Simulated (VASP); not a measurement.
Here is a VASP 6.6.1 calculation.

File POSCAR:

```
Ir
1.0
    1.8836470033      1.8836470033      0.0000000000
   -1.8836470033      1.8836470033      0.0000000000
    0.0000000000      0.0000000000      3.9053762227
Ir
2
Direct
    0.0000000000      0.0000000000      0.0000000000
    0.5000000000      0.5000000000      0.5000000000
```

Contents of INCAR.step1:

```
SYSTEM = Ir
  PREC = Accurate
  ENCUT = 520
  ISMEAR = 0
  SIGMA = 0.1
  LREAL = .FALSE.
  LASPH = .TRUE.
  NELM = 80
  NBANDS = 16
  GGA = PE
  ALGO = Normal
  EDIFF = 1E-4
  LWAVE = .TRUE.
  LCHARG = .FALSE.
```

Contents of INCAR.step2:

```
SYSTEM = Ir
  PREC = Accurate
  ENCUT = 520
  EDIFF = 1E-6
  ISMEAR = 0
  SIGMA = 0.1
  LREAL = .FALSE.
  LASPH = .TRUE.
  NELM = 80
  ALGO = Normal
  ISIF = 2
  LWAVE = .FALSE.
  LCHARG = .TRUE.
  METAGGA = R2SCAN
  LMIXTAU = .TRUE.
  LELF = .TRUE.
  LVHAR = .TRUE.
  NBANDS = 16
  ISTART = 1
```

Contents of KPOINTS:

```
regular mesh
0
G
  20 20 14
  0 0 0
```

Potentials or basis: VASP PAW PBE potentials, release 64 (Ir).

The run is started by

```console
$ cat potpaw_PBE.64/Ir/POTCAR > POTCAR
$ cp INCAR.step1 INCAR
$ mpirun -np 1 vasp_std > vasp.out
$ cp INCAR.step2 INCAR
$ mpirun -np 1 vasp_std > vasp.out
```

(1) What does it give for the pressure?

(2) What does it give for the band gap on the k mesh?

Results:

(1) 13.1 GPa.

(2) zero (bands 9 and 10 overlap by 3.81 eV).

Caveat: the cell differs from its parent crystal (biaxial strain in the a-b plane: -2.0 %, then relaxed in part); the stress differs along the axes, from 3 to 18 GPa; the PAW data sets were made with another functional, which shifts forces and pressure a little; spin-orbit coupling is left out, which moves the levels of the heavy elements.
